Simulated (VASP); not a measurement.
Input of a VASP 6.6.1 run:

The input POSCAR:

```
BaTiO3
1.0
    2.8113643101      1.6231419412      2.3078814068
   -2.8113643101      1.6231419412      2.3078814068
    0.0000000000     -3.2462838825      2.3078814068
Ba Ti O
1 1 3
Direct
    0.0027851063      0.0027851063      0.0027851063
    0.5162478490      0.5162478490      0.5162478490
    0.4897536543      0.4897536543      0.9801597361
    0.4897536543      0.9801597361      0.4897536543
    0.9801597361      0.4897536543      0.4897536543
```

Contents of INCAR.step1:

```
ALGO = Normal
EDIFF = 1E-5
EDIFFG = -0.005
ENCUT = 660
GGA = PE
GGA_COMPAT = False
IBRION = 2
ISIF = 3
ISMEAR = 0
LASPH = True
LCHARG = False
LREAL = False
LWAVE = True
NELM = 120
NELMIN = 4
NSW = 100
PREC = Accurate
SIGMA = 0.02
```

INCAR.step2

```
ALGO = Normal
EDIFF = 1E-7
EDIFFG = -0.01
ENCUT = 660
GGA_COMPAT = False
IBRION = 2
ISIF = 4
ISMEAR = 0
ISTART = 1
LASPH = True
LCHARG = False
LMIXTAU = True
LREAL = False
LWAVE = False
METAGGA = R2SCAN
NELM = 120
NELMIN = 4
NSW = 50
PREC = Accurate
SIGMA = 0.02
```

KPOINTS

```
k-points
0
Gamma
  6 6 6
```

Potentials or basis: VASP PAW PBE potentials, release 64 (Ba_sv, Ti_sv, O).

Launch:

```bash
$ cat potpaw_PBE.64/Ba_sv/POTCAR potpaw_PBE.64/Ti_sv/POTCAR potpaw_PBE.64/O/POTCAR > POTCAR
$ cp INCAR.step1 INCAR
$ mpirun -np 1 vasp_std > vasp.out
$ cp INCAR.step2 INCAR
$ mpirun -np 1 vasp_std > vasp.out
```

Q: What does it give for the band gap on the k mesh?

A: 2.52 eV (least direct gap 2.80 eV).

The path:
```
step  energy change (eV)  largest force (eV/Å)  pressure (GPa)  volume (Å³)
   1              0.0000                0.5267            7.58        63.19
   2             -0.0184                0.1518            5.86        63.19
   3             -0.0193                0.1225            5.41        63.19
   4             -0.0216                0.0771            5.30        63.19
   5             -0.0224                0.0310            5.19        63.19
   6             -0.0226                0.0112            5.09        63.19
   7             -0.0226                0.0116            5.10        63.19
   8             -0.0226                0.0119            5.10        63.19
   9             -0.0227                0.0024            5.06        63.19
```

Caveat: the PAW data sets were made with another functional, which shifts forces and pressure a little; spin-orbit coupling is left out, which moves the levels of the heavy elements. A k mesh can miss the band edges.
